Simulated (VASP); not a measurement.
InAgTe2, 8 atoms in the cell. The structure is tetragonal, space group I-42d (No. 122). The conventional cell has a = 6.570 Å, b = 6.570 Å, c = 12.998 Å, α = 90.00°, β = 90.00°, γ = 90.00°. In (site symmetry -4) has 4 Te at 2.86 Å within 3.8 Å. Ag (site symmetry -4) has 4 Te at 2.81 Å within 3.7 Å. Within 3.7 Å of Te (site symmetry 2) lie 2 Ag at 2.81 Å and 2 In at 2.86 Å. 

- Program: VASP 6.6.1
- Task: single point
- Functional: PBE
- Potentials or basis: VASP PAW PBE potentials, release 64 (In_d, Ag, Te)
- Cutoff: 500 eV
- k mesh: 4 × 4 × 4
- Occupations: fermi-dirac, width 0.02 eV
- Spin: no spin polarisation
- Dipole correction: no
- Further INCAR settings: ALGO = Normal; EDIFF = 1e-06; NBANDS = 46

Potentials or basis: VASP PAW PBE potentials, release 64 (In_d, Ag, Te).

Command:

```console
$ cat potpaw_PBE.64/In_d/POTCAR potpaw_PBE.64/Ag/POTCAR potpaw_PBE.64/Te/POTCAR > POTCAR
$ mpirun -np 1 vasp_std > vasp.out
```

Hardware: 1 thread of Intel(R) Xeon(R) Platinum 8488C (Sapphire Rapids) (shared host).

Estimate the wall time of this run.

Wall time 3.4 min on 1 thread of Intel(R) Xeon(R) Platinum 8488C (Sapphire Rapids) (shared host), peak memory 0.55 GiB. Counts: scf iterations 15, k points 13.
